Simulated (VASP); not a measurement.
Set up this calculation in VASP 6.6.1, as the native input.

| Item | Value |
| --- | --- |
| Task | single point |
| Functional | PBEsol |
| Potentials or basis | VASP PAW PBE potentials, release 64 (Zn, S) |
| Cutoff | 500 eV |
| k mesh | 10 × 10 × 10 |
| Occupations | methfessel-paxton, width 0.02 eV |
| Spin | no spin polarisation |
| Dipole correction | no |
| Further INCAR settings | ALGO = Normal; EDIFF = 1e-06; NBANDS = 16 |

The structure of ZnS lies in POSCAR:

```
ZnS
1.0
    0.0000000000      2.6782590749      2.6782590749
    2.6782590749      0.0000000000      2.6782590749
    2.6782590749      2.6782590749      0.0000000000
Zn S
1 1
Direct
    0.0000000000      0.0000000000      0.0000000000
    0.7500000000      0.7500000000      0.7500000000
```

The input as run:

INCAR

```
SYSTEM = ZnS
ALGO     = Normal         ! electronic algorithm
EDIFF    = 1E-6           ! SCF threshold, eV
ENCUT    = 500            ! plane-wave cutoff, eV
GGA      = PS             ! functional
GGA_COMPAT= .False.      
ISIF     = 2              ! what is computed and relaxed
ISMEAR   = 1              ! smearing method
LASPH    = .True.         ! aspherical terms in the spheres
LCHARG   = .False.        ! write CHGCAR
LREAL    = .False.        ! projectors in reciprocal space
LWAVE    = .False.        ! write WAVECAR
NBANDS   = 16             ! bands
NELM     = 120            ! most SCF steps
PREC     = Accurate       ! precision mode
SIGMA    = 0.02           ! smearing width, eV
```

KPOINTS

```
k-points
0
Gamma
  10 10 10
  0 0 0
```

Potentials or basis: VASP PAW PBE potentials, release 64 (Zn, S).

Command:

```sh
$ cat potpaw_PBE.64/Zn/POTCAR potpaw_PBE.64/S/POTCAR > POTCAR
$ mpirun -np 1 vasp_std > vasp.out
```

Results of the run:

```json
{
 "Pressure": "0.2 GPa",
 "Band gap on the k mesh": "2.09 eV, direct"
}
```

Caveat: the PAW data sets were made with another functional, which shifts forces and pressure a little.

Run time: 40 s on 1 thread of Intel Xeon 8259CL, on a shared host, peak memory 0.17 GiB.
